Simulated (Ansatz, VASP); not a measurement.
## Two plane-wave programs on HfO2

```
Hf O
1.0
     5.04883    0.00000    0.00000
     0.00000    5.11561    0.00000
    -0.84706    0.00000    5.14340
Hf O
4 8
Direct
  0.27550 0.46030 0.70800
  0.72450 0.96030 0.79200
  0.72450 0.53970 0.29200
  0.27550 0.03970 0.20800
  0.07420 0.16840 0.84670
  0.92580 0.66840 0.65330
  0.92580 0.83160 0.15330
  0.07420 0.33160 0.34670
  0.44870 0.74190 0.98010
  0.55130 0.24190 0.51990
  0.55130 0.25810 0.01990
  0.44870 0.75810 0.48010
```

Alike in both runs: task single point; functional RPBE; dispersion D4; k mesh 5 × 5 × 5; occupations fermi-dirac, width 0.05 eV; no spin polarisation.

|  | VASP | Ansatz |
| --- | --- | --- |
| version | VASP 6.6.1 | Ansatz 0.2.0 |
| potentials or method | VASP PAW PBE potentials, release 64 (Hf_pv, O) | Ansatz PAW |
| plane-wave cutoff (eV) | 520 | 420 |
| valence electrons in the cell | 88 | 152 |

Ansatz gave:

* gap on the k mesh at the Fermi level (eV): 4.43
* least direct gap on the mesh (eV): 4.49
* pressure (GPa): 14.4
* traceless stress, the component that is largest in VASP (GPa): 1.50
* rms of the force components (eV/Å): 0.292

Task: Estimate VASP's values.

Result: gap on the k mesh at the Fermi level (eV): 4.39; least direct gap on the mesh (eV): 4.45; pressure (GPa): 10.8; traceless stress, the component that is largest in VASP (GPa): 1.27; rms of the force components (eV/Å): 0.265.

VASP's potentials were made for PBE, not for RPBE. Atom by atom the forces differ by 0.036 eV/Å (rms over components). VASP's potentials hold 88 valence electrons a cell and Ansatz's 152, so a difference there can come from the potentials and not from the codes.

Neither program's run includes spin-orbit coupling. Noted on Ansatz's run: odd divisions of the mesh miss points on the zone boundary, where band edges often lie, so the gap on the mesh can be too wide.
